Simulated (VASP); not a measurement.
**NaH: relaxation of cell and atoms with PBEsol**

The system is NaH.

```
Na H
1.0
     2.39568    2.39568    0.00000
    -2.39568    2.39568    0.00000
     0.00000    2.39568    2.39568
Na H
1 1
Direct
  0.00000 0.00000 0.00000
  0.50000 0.50000 0.00000
```

```
Program                : VASP 6.6.1
Task                   : relaxation of cell and atoms
Functional             : PBEsol
Potentials or basis    : VASP PAW PBE potentials, release 64 (Na_pv, H)
Cutoff                 : 600 eV
k mesh                 : 8 × 8 × 8
Occupations            : gaussian, width 0.01 eV
Spin                   : no spin polarisation
Target pressure        : 2 GPa
Dipole correction      : no
Further INCAR settings : ALGO = Normal; EDIFF = 1e-07; IBRION = 2; EDIFFG = -0.002; NSW = 100; ISIF = 3
```

* Relaxed volume: 12.80 Å³/atom
* Relaxed cell: a = 3.308 Å, b = 3.308 Å, c = 3.308 Å, α = 60.00°, β = 60.00°, γ = 90.00°
* Space group after relaxing (to 0.05 Å): Fm-3m (No. 225)
* Energy change on relaxing (the enthalpy is what falls): +5.7 meV/atom
* Ionic steps: 4
* Pressure after relaxing: 2.0 GPa
* Band gap on the k mesh: 3.72 eV, indirect (least direct gap 4.66 eV)

Step by step:
| step | energy change (eV) | largest force (eV/Å) | pressure (GPa) | volume (Å³) |
| --- | --- | --- | --- | --- |
| 1 | 0.0000 | 0.0000 | 0.03 | 27.50 |
| 2 | 0.0014 | 0.0000 | 0.65 | 26.83 |
| 3 | 0.0092 | 0.0000 | 1.79 | 25.78 |
| 4 | 0.0114 | 0.0000 | 2.00 | 25.59 |

Final structure:
```cif
data_structure
_symmetry_space_group_name_H-M 'P 1'
_symmetry_Int_Tables_number 1
_cell_length_a 3.3079
_cell_length_b 3.3079
_cell_length_c 3.3079
_cell_angle_alpha 60.000
_cell_angle_beta 60.000
_cell_angle_gamma 90.000
_cell_volume 25.59
loop_
_atom_site_label
_atom_site_type_symbol
_atom_site_fract_x
_atom_site_fract_y
_atom_site_fract_z
_atom_site_occupancy
Na1 Na 0.00000 0.00000 0.00000 1
H1 H 0.50000 0.50000 0.00000 1
```

Levels at points of the mesh, in eV from the valence-band top:
```
           k point  band 1  band 2  band 3  band 4  band 5  band 6  band 7  band 8
(0.00, 0.00, 0.00)  -21.84  -21.84  -21.84   -4.01   11.30   16.13   16.13   16.13
(0.50, 0.00, 0.00)  -21.98  -21.86  -21.86   -0.95    3.72   11.31   13.84   13.84
(0.50, 0.50, 0.00)  -21.96  -21.89  -21.89   -0.21    4.60   10.13   11.11   11.11
```

It took 48 s on 1 thread of AMD EPYC 7R13, on a shared host, peak memory 0.12 GiB.

Caveat: the cell is relaxed towards a set pressure, so the enthalpy falls and the energy may rise; the PAW data sets were made with another functional, which shifts forces and pressure a little. Expect the measured gap to be larger: semilocal functionals such as PBEsol lack the derivative discontinuity.
